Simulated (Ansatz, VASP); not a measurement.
**Two plane-wave programs on Be3Cd2Te**

```
CELL_PARAMETERS angstrom
2.10037 1.21265 7.43383
-2.10037 1.21265 7.43383
0.00000 -2.42530 7.43383
ATOMIC_POSITIONS crystal
Be 0.00000 0.50000 0.00000
Be 0.50000 0.00000 0.00000
Be 0.00000 0.00000 0.50000
Cd 0.58396 0.58396 0.58396
Cd 0.41604 0.41604 0.41604
Te 0.00000 0.00000 0.00000
```

Change from the starting cell: species swapped into the Hf2Al3Ag type (R-3m, No. 166).

Alike in both runs: functional PBE; k mesh 12 × 12 × 12; occupations gaussian, width 0.1 eV; no spin polarisation.

Ansatz relaxed the structure, and its values are those at the end. VASP's run is a single point on that final structure, the one shown.

|  | VASP | Ansatz |
| --- | --- | --- |
| version | VASP 6.6.1 | Ansatz 0.2.0 |
| potentials or method | VASP PAW PBE potentials, release 64 (Be, Cd, Te), cutoff 520 eV | scalar-relativistic, plane waves, PAW |
| valence electrons in the cell | 36 | 62 |

|  | VASP | Ansatz | Ansatz less VASP |
| --- | --- | --- | --- |
| gap on the k mesh at the Fermi level (eV) | none | none | - |
| pressure (GPa) | 0.2 | 0.0 | -0.18 |

A gap of «none» marks a metal or a gap that the smearing closes. VASP's potentials hold 36 valence electrons a cell and Ansatz's 62, so a difference there can come from the potentials and not from the codes.

Neither program's run includes spin-orbit coupling.
